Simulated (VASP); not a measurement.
# As (Fd-3m) in VASP: notebook

The runs below take As through single point, with PBE, HSE06.

Program: VASP 6.6.1. These are calculated values, not measurements. Logs are shortened: lines on timing, memory, paths and dates and some standing lists are left out, and cuts for length are marked.

## 1. The cell of the first run

The structure is cubic, space group Fd-3m (No. 227). The conventional cell has a = 6.116 Å, b = 6.116 Å, c = 6.116 Å, α = 90.00°, β = 90.00°, γ = 90.00°. Within 3.5 Å of As (site symmetry -43m) lie 4 As at 2.65 Å.

This isn't the form of As at room conditions, which is rhombohedral.

## 2. Single point, PBE

The input, INCAR:

```
SYSTEM = As
PREC     = Accurate       ! precision mode
ENCUT    = 520            ! plane-wave cutoff, eV
EDIFF    = 1E-6           ! SCF threshold, eV
ISMEAR   = -1             ! smearing method
SIGMA    = 0.1            ! smearing width, eV
LREAL    = .False.        ! projectors in reciprocal space
LASPH    = .True.         ! aspherical terms in the spheres
NELM     = 60             ! most SCF steps
ALGO     = Normal         ! electronic algorithm
ISIF     = 2              ! what is computed and relaxed
LWAVE    = .False.        ! write WAVECAR
LCHARG   = .False.        ! write CHGCAR
GGA      = PE             ! functional
NBANDS   = 12             ! bands
```

The input, KPOINTS:

```
Automatic mesh
0
Gamma
  5 5 5
  0 0 0
```

The input, POSCAR:

```
As
1.0
    0.0000000000      3.0580591033      3.0580591033
    3.0580591033      0.0000000000      3.0580591033
    3.0580591033      3.0580591033      0.0000000000
As
2
Direct
    0.1250000000      0.1250000000      0.1250000000
    0.8750000000      0.8750000000      0.8750000000
```

Potentials or basis: VASP PAW PBE potentials, release 64 (As).

The run is started by

```bash
cat potpaw_PBE.64/As/POTCAR > POTCAR
mpirun -np 1 vasp_std > vasp.out
```

OUTCAR:

```text
SYSTEM = As
   PREC = Accurate
   ENCUT = 520
   EDIFF = 1E-6
   ISMEAR = -1
   LREAL = .False.
   LASPH = .True.
   NELM = 60
   ISIF = 2
   GGA = PE

 ion  position               nearest neighbor table
   1  0.125  0.125  0.125-   2 2.65   2 2.65   2 2.65   2 2.65
   2  0.875  0.875  0.875-   1 2.65   1 2.65   1 2.65   1 2.65

  LATTYP: Found a face centered cubic cell.
 ALAT       =     6.1161182066

  Lattice vectors:

 A1 = (   0.0000000000,   3.0580591033,   3.0580591033)
 A2 = (   3.0580591033,   0.0000000000,   3.0580591033)
 A3 = (   3.0580591033,   3.0580591033,   0.0000000000)

Analysis of symmetry for initial positions (statically):
=====================================================================
 Subroutine PRICEL returns:
 Original cell was already a primitive cell.

 Routine SETGRP: Setting up the symmetry group for a
 face centered cubic supercell.

 Subroutine GETGRP returns: Found 48 space group operations
 (whereof 12 operations were pure point group operations)
 out of a pool of 48 trial point group operations.

The static configuration has the point symmetry D_3d.
 The point group associated with its full space group is O_h .

Analysis of symmetry for dynamics (positions and initial velocities):
=====================================================================
 Subroutine PRICEL returns:
 Original cell was already a primitive cell.

 Routine SETGRP: Setting up the symmetry group for a
 face centered cubic supercell.

 Subroutine GETGRP returns: Found 48 space group operations
 (whereof 12 operations were pure point group operations)
 out of a pool of 48 trial point group operations.

The dynamic configuration has the point symmetry D_3d.
 The point group associated with its full space group is O_h .

 Subroutine INISYM returns: Found 48 space group operations
 (whereof 12 operations are pure point group operations),
 and found     1 'primitive' translations

----------------------------------------------------------------------------------------

                                     Primitive cell

  volume of cell :      57.1963

  direct lattice vectors                    reciprocal lattice vectors
     0.000000000  3.058059103  3.058059103    -0.163502399  0.163502399  0.163502399
     3.058059103  0.000000000  3.058059103     0.163502399 -0.163502399  0.163502399
     3.058059103  3.058059103  0.000000000     0.163502399  0.163502399 -0.163502399

  length of vectors
     4.324748658  4.324748658  4.324748658     0.283194462  0.283194462  0.283194462

  position of ions in fractional coordinates (direct lattice)
[... 74 lines left out ...]
   PSTRESS=    0.0 pullay stress
   NELECT =      10.0000    total number of electrons
   NUPDOWN=      -1.0000    fix difference up-down
   EMIN   =  10.00;   EMAX   =-10.00  energy-range for DOS
   EFERMI =   0.00;   METHOD = LEGACY
   ISMEAR =    -1;   SIGMA  =   0.10  broadening in eV -4-tet -1-fermi 0-gaus
   EFERMI_NEDOS =   21; number of points for ismear=-14 and -15
   IALGO  =     38    algorithm
   IMIX   =      4    mixing-type and parameters
     AMIX     =   0.40;   BMIX     =  1.00
     AMIX_MAG =   1.60;   BMIX_MAG =  1.00
  volume/ion in A,a.u.               =      28.60       192.99
  Fermi-wavevector in a.u.,A,eV,Ry     =   0.915417  1.729887 11.401522  0.837988
  Thomas-Fermi vector in A             =   2.040156
   LORBIT       =      0    0 simple, 1 ext, 2 COOP (PROOUT), +10 PAW based schemes
   GGA     = PE    functional components
   LHFCALC =     F    Hartree Fock is set to
   AEXX    =    0.0000 exact exchange contribution
   IVDW    =     0    specifies the selected vdW correction
   LEPSILON=     F    determine dielectric tensor
   LRPA    =     F    only Hartree local field effects (RPA)
 non-spin polarized calculation
  energy-cutoff  :      520.00
  volume of cell :       57.20
 maximum number of plane-waves:      1554
   NGX = 17   NGY = 17   NGZ = 17

 number of electron      10.0000000 magnetization

 number of electron       9.9999997 magnetization

 Free energy of the ion-electron system (eV)
  ---------------------------------------------------
  ext. energy  EPLUGINS =         0.00000000
  ---------------------------------------------------
  free energy    TOTEN  =        -8.76163871 eV

  energy without entropy =       -8.73059980  energy(sigma->0) =       -8.74611925

 E-fermi :   3.1652     XC(G=0):  -8.5752

 val. band max:        2.7594652753   @ k =   0.2000   0.2000   0.0000
 cond. band min:       3.1696072619   @ k =  -0.4000   0.4000   0.2000
 fundamental gap:      0.4101419866
 Fermi energy:         3.1651841786

 k-point     1 :       0.0000    0.0000    0.0000
  band No.  band energies     occupation
      1     -10.7327      2.00000
      2      -3.1400      2.00000
      3       0.8240      2.00000
      4       0.8240      2.00000
      5       0.8240      2.00000
      6       3.5522      0.04084
      7       3.5522      0.04084
      8       3.5522      0.04084
      9       7.7563      0.00000
     10      10.7988      0.00000
     11      10.7988      0.00000
     12      12.5876      0.00000
[... 121 lines left out ...]
 k-point    10 :      -0.4000    0.4000    0.2000
  band No.  band energies     occupation
      1      -8.7640      2.00000
      2      -7.2209      2.00000
      3      -1.6605      2.00000
      4      -1.0551      2.00000
      5       3.1696      0.97789
      6       3.9366      0.00089
      7       5.7675      0.00000
      8       6.7014      0.00000
      9       9.4669      0.00000
     10      10.2386      0.00000
     11      12.5280      0.00000
     12      14.0857      0.00000

------------------------ aborting loop because EDIFF is reached ----------------------------------------

  FORCE on cell =-STRESS in cart. coord.  units (eV):
  Direction    XX          YY          ZZ          XY          YZ          ZX
  --------------------------------------------------------------------------------------
  -------------------------------------------------------------------------------------
  Total       -0.1156825     -0.1156825     -0.1156825     -0.0000000     -0.0000000      0.0000000
  in kB       -3.2404909     -3.2404909     -3.2404909     -0.0000000     -0.0000000      0.0000000
  external PRESSURE =      -3.2404909 kB  Pullay stress =       0.0000000 kB

 VOLUME and BASIS-vectors are now :
 -----------------------------------------------------------------------------
  energy-cutoff  :      520.00
  volume of cell :       57.20
      direct lattice vectors                 reciprocal lattice vectors
     0.000000000  3.058059103  3.058059103    -0.163502399  0.163502399  0.163502399
     3.058059103  0.000000000  3.058059103     0.163502399 -0.163502399  0.163502399
     3.058059103  3.058059103  0.000000000     0.163502399  0.163502399 -0.163502399

 POSITION                                       TOTAL-FORCE (eV/Angst)
 -----------------------------------------------------------------------------------
      0.76451      0.76451      0.76451        -0.000000      0.000000      0.000000
      5.35160      5.35160      5.35160         0.000000     -0.000000     -0.000000
 -----------------------------------------------------------------------------------
    total drift:                                0.000000      0.000000     -0.000000

  FREE ENERGIE OF THE ION-ELECTRON SYSTEM (eV)
  ---------------------------------------------------
  free  energy   TOTEN  =        -8.7616387052 eV

  energy  without entropy=       -8.7305998001  energy(sigma->0) =       -8.74611925
```

stdout:

```text
POSCAR found type information on POSCAR As
 POSCAR found :  1 types and       2 ions
 scaLAPACK will be used
 LDA part: xc-table for (Slater+PW92), standard interpolation
 POSCAR, INCAR and KPOINTS ok, starting setup
 FFT: planning ... GRIDC
 FFT: planning ... GRID_SOFT
 FFT: planning ... GRID
 WAVECAR not read
 entering main loop
```

Run time: 4.1 s. Hardware: 1 thread of Intel Xeon 6975P-C (Granite Rapids), shared host; peak memory 0.16 GiB.

Results:

```yaml
Free_energy: -8.7616 eV
Pressure: -0.3 GPa
Band_gap_on_the_k_mesh: zero (bands 5 and 6 overlap by 0.65 eV)
```

## 3. Single point, HSE06

POSCAR is that of step 2.

The input, INCAR.step1:

```
SYSTEM = As
PREC = Accurate ; ENCUT = 520
EDIFF = 1E-5 ; ISMEAR = -1
SIGMA = 0.1 ; LREAL = .False.
LASPH = .True. ; NELM = 60
ALGO = Normal ; ISIF = 2
LWAVE = .True. ; LCHARG = .False.
GGA = PE ; NBANDS = 12
```

The input, INCAR.step2:

```
SYSTEM = As
PREC = Accurate ; ENCUT = 520
EDIFF = 1E-6 ; ISMEAR = -1
SIGMA = 0.1 ; LREAL = .False.
LASPH = .True. ; NELM = 60
ALGO = Normal ; ISIF = 2
LWAVE = .False. ; LCHARG = .False.
GGA = PE ; LHFCALC = .True.
HFSCREEN = 0.2079 ; PRECFOCK = Normal
ISTART = 1 ; NBANDS = 12
```

KPOINTS is that of step 2.

Potentials or basis: VASP PAW PBE potentials, release 64 (As).

The run is started by

```bash
cat potpaw_PBE.64/As/POTCAR > POTCAR
cp INCAR.step1 INCAR
mpirun -np 1 vasp_std > vasp.out
cp INCAR.step2 INCAR
mpirun -np 1 vasp_std > vasp.out
```

Run time: 11 min. Hardware: 1 thread of Intel Xeon 6975P-C (Granite Rapids), shared host; peak memory 0.28 GiB.

The run converged. Its results:

```
Free energy            : -10.3459 eV
Pressure               : -2.2 GPa
Band gap on the k mesh : zero (bands 5 and 6 overlap by 0.74 eV)
```

Levels at points of the mesh, in eV from the Fermi level:
```csv
k point,band 2,band 3,band 4,band 5,band 6,band 7,band 8,band 9
"(0.00, 0.00, 0.00)",-7.03,-2.80,-2.80,-2.80,0.52,0.52,0.52,4.91
```

Caveat: the PAW data sets were made with another functional, which shifts forces and pressure a little.

The gap in the log of VASP goes by the Fermi energy; the results here count the filled bands.